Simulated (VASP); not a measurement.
Write the native input for VASP 6.6.1 that does the following.

- Task: single point
- Functional: r2SCAN
- Potentials or basis: VASP PAW PBE potentials, release 64 (Mg, H)
- Cutoff: 520 eV
- k mesh: 8 × 8 × 8
- Occupations: gaussian, width 0.01 eV
- Spin: no spin polarisation
- Dipole correction: no
- Further INCAR settings: ALGO = Normal; EDIFF = 1e-06; NBANDS = 13

Crystal: MgH2.

```
Mg H
1.0
    -1.89066    1.89066    4.69359
     1.89066   -1.89066    4.69359
     1.89066    1.89066   -4.69359
Mg H
2 4
Direct
  0.75000 0.25000 0.50000
  0.00000 0.00000 0.00000
  0.53982 0.03982 0.50000
  0.78982 0.78982 0.00000
  0.21018 0.21018 0.00000
  0.96018 0.46018 0.50000
```

These files were run (other wordings do the same):

POSCAR

```
MgH2
1.0
   -1.8906561965      1.8906561965      4.6935862004
    1.8906561965     -1.8906561965      4.6935862004
    1.8906561965      1.8906561965     -4.6935862004
Mg H
2 4
Direct
    0.7500000000      0.2500000000      0.5000000000
    0.0000000000      0.0000000000      0.0000000000
    0.5398169929      0.0398169929      0.5000000000
    0.7898169929      0.7898169929      0.0000000000
    0.2101830071      0.2101830071      0.0000000000
    0.9601830071      0.4601830071      0.5000000000
```

INCAR.step1

```
PREC     = Accurate       # precision mode
ENCUT    = 520            # plane-wave cutoff, eV
ISMEAR   = 0              # smearing method
SIGMA    = 0.01           # smearing width, eV
LREAL    = False          # projectors in reciprocal space
LASPH    = True           # aspherical terms in the spheres
NELM     = 80             # most SCF steps
NBANDS   = 13             # bands
GGA      = PE             # functional
ALGO     = Normal         # electronic algorithm
EDIFF    = 1E-4           # SCF threshold, eV
LWAVE    = True           # write WAVECAR
LCHARG   = False          # write CHGCAR
```

INCAR.step2

```
PREC     = Accurate       # precision mode
ENCUT    = 520            # plane-wave cutoff, eV
EDIFF    = 1E-6           # SCF threshold, eV
ISMEAR   = 0              # smearing method
SIGMA    = 0.01           # smearing width, eV
LREAL    = False          # projectors in reciprocal space
LASPH    = True           # aspherical terms in the spheres
NELM     = 80             # most SCF steps
ALGO     = Normal         # electronic algorithm
ISIF     = 2              # what is computed and relaxed
LWAVE    = False          # write WAVECAR
LCHARG   = True           # write CHGCAR
METAGGA  = R2SCAN         # meta-GGA
LMIXTAU  = True         
LELF     = True           # ELF
LVHAR    = True         
NBANDS   = 13             # bands
ISTART   = 1
```

KPOINTS

```
Automatic mesh
0
Gamma
  8 8 8
```

Potentials or basis: VASP PAW PBE potentials, release 64 (Mg, H).

The run is started by

```console
$ cat potpaw_PBE.64/Mg/POTCAR potpaw_PBE.64/H/POTCAR > POTCAR
$ cp INCAR.step1 INCAR
$ mpirun -np 1 vasp_std > vasp.out
$ cp INCAR.step2 INCAR
$ mpirun -np 1 vasp_std > vasp.out
```

It gave:

| Item | Value |
| --- | --- |
| Pressure | -0.4 GPa |
| Largest force | 0.008 eV/Å |
| Band gap on the k mesh | 4.10 eV (least direct gap 5.25 eV) |

Caveat: the PAW data sets were made with another functional, which shifts forces and pressure a little.

It took 2.1 min on 1 thread of Intel(R) Xeon(R) 6975P-C (Granite Rapids) (shared host), peak memory 0.27 GiB.
